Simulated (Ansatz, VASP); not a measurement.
Two plane-wave programs on ZnO4

```
CELL_PARAMETERS angstrom
-2.44885 2.44885 2.44885
2.44885 -2.44885 2.44885
2.44885 2.44885 -2.44885
ATOMIC_POSITIONS crystal
Zn 0.00000 0.00000 0.00000
O 0.50000 0.50000 0.50000
O 0.50000 0.00000 0.00000
O 0.00000 0.00000 0.50000
O 0.00000 0.50000 0.00000
```

Change from the starting cell: species swapped into the Hg4Pt type (Im-3m, No. 229).

Alike in both runs: functional PBE; k mesh 12 × 12 × 12; occupations gaussian, width 0.1 eV; collinear spin.

Ansatz relaxed the structure, and its values are those at the end. VASP's run is a single point on that final structure, the one shown.

|  | VASP | Ansatz |
| --- | --- | --- |
| version | VASP 6.6.1 | Ansatz 0.2.0 |
| potentials or method | VASP PAW PBE potentials, release 64 (Zn, O), cutoff 520 eV | scalar-relativistic, plane waves, PAW |
| valence electrons in the cell | 36 | 36 |

|  | VASP | Ansatz | Ansatz less VASP |
| --- | --- | --- | --- |
| gap on the k mesh at the Fermi level (eV) | none | none | - |
| pressure (GPa) | 0.2 | 0.0 | -0.23 |
| net moment per atom (μB) | 1.20 | 1.20 | 0.000 |
| size of the moment on the site where the two differ most (μB) | 1.27 | 1.38 | +0.114 |

Site moments also hang on the region over which each program counts them. A gap of «none» marks a metal or a gap that the smearing closes.
